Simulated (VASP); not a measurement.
Write the native input for VASP 6.6.1 that does the following.

```
Task                   : single point
Functional             : r2SCAN
Potentials or basis    : VASP PAW PBE potentials, release 64 (Si)
Cutoff                 : 550 eV
k mesh                 : 10 × 10 × 10
Occupations            : gaussian, width 0.02 eV
Spin                   : no spin polarisation
Dipole correction      : no
Further INCAR settings : ALGO = Normal; EDIFF = 1e-06; NBANDS = 11
```

Crystal: Si.

```
CELL_PARAMETERS angstrom
0.00000 2.72199 2.72199
2.72199 0.00000 2.72199
2.72199 2.72199 0.00000
ATOMIC_POSITIONS crystal
Si 0.00000 0.00000 0.00000
Si 0.25000 0.25000 0.25000
```

These files were run (other wordings do the same):

POSCAR

```
Si
1.0
    0.0000000000      2.7219898878      2.7219898878
    2.7219898878      0.0000000000      2.7219898878
    2.7219898878      2.7219898878      0.0000000000
Si
2
Direct
    0.0000000000      0.0000000000      0.0000000000
    0.2500000000      0.2500000000      0.2500000000
```

INCAR.step1

```
  PREC = Accurate
  ENCUT = 550
  ISMEAR = 0
  SIGMA = 0.02
  LREAL = F
  LASPH = T
  NELM = 120
  NBANDS = 11
  GGA = PE
  ALGO = Normal
  EDIFF = 1E-5
  LWAVE = T
  LCHARG = F
  GGA_COMPAT = F
```

INCAR.step2

```
  PREC = Accurate
  ENCUT = 550
  EDIFF = 1E-6
  ISMEAR = 0
  SIGMA = 0.02
  LREAL = F
  LASPH = T
  NELM = 120
  ALGO = Normal
  ISIF = 2
  LWAVE = F
  LCHARG = T
  METAGGA = R2SCAN
  LMIXTAU = T
  LELF = T
  LVHAR = T
  NBANDS = 11
  ISTART = 1
  GGA_COMPAT = F
```

KPOINTS

```
Automatic mesh
0
Gamma
  10 10 10
```

Potentials or basis: VASP PAW PBE potentials, release 64 (Si).

Command:

```bash
$ cat potpaw_PBE.64/Si/POTCAR > POTCAR
$ cp INCAR.step1 INCAR
$ mpirun -np 1 vasp_std > vasp.out
$ cp INCAR.step2 INCAR
$ mpirun -np 1 vasp_std > vasp.out
```

Results of the run:

```yaml
Pressure: -0.2 GPa
Band_gap_on_the_k_mesh: 0.79 eV (least direct gap 2.76 eV)
```

Caveat: the PAW data sets were made with another functional, which shifts forces and pressure a little.

Wall time 56 s on 1 thread of Intel(R) Xeon(R) Platinum 8375C CPU @ 2.90GHz (Ice Lake), on a shared host, peak memory 0.17 GiB.
